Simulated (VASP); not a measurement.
Crystal: Na3Ga.

```
Ga Na
1.0
     0.00000    3.83500    3.83500
     3.83500    0.00000    3.83500
     3.83500    3.83500    0.00000
Ga Na
1 3
Cartesian
  0.0000 0.0000 0.0000
  3.8350 3.8350 3.8350
  1.9175 1.9175 1.9175
  5.7525 5.7525 5.7525
```

| Item | Value |
| --- | --- |
| Program | VASP 6.6.1 |
| Task | relaxation of cell and atoms |
| Functional | PBEsol |
| Potentials or basis | VASP PAW PBE potentials, release 64 (Ga_d, Na_pv) |
| Cutoff | 500 eV |
| k mesh | 5 × 5 × 5 |
| Occupations | fermi-dirac, width 0.1 eV |
| Spin | no spin polarisation |

At the start: pressure -0.7 GPa; volume 28.20 Å³/atom.

Where does the relaxation end?

Over 3 steps the energy falls by 3.6 meV/atom and the volume is 26.64 Å³/atom (-5.5 %); space group Fm-3m (No. 225, to 0.1 Å) before and after.

The path:
```tsv
step	energy change (eV)	largest force (eV/Å)	pressure (GPa)	volume (Å³)
1	0.0000	0.0000	-0.74	112.80
2	-0.0081	0.0000	-0.50	110.70
3	-0.0144	0.0000	0.02	106.56
```

Final structure:
```xyz
4
Lattice="0.0000 3.7629 3.7629 3.7629 0.0000 3.7629 3.7629 3.7629 0.0000" Properties=species:S:1:pos:R:3 pbc="T T T"
Ga    0.0000    0.0000    0.0000
Na    3.7629    3.7629    3.7629
Na    1.8814    1.8814    1.8814
Na    5.6443    5.6443    5.6443
```

Caveat: the PAW data sets were made with another functional, which shifts forces and pressure a little.
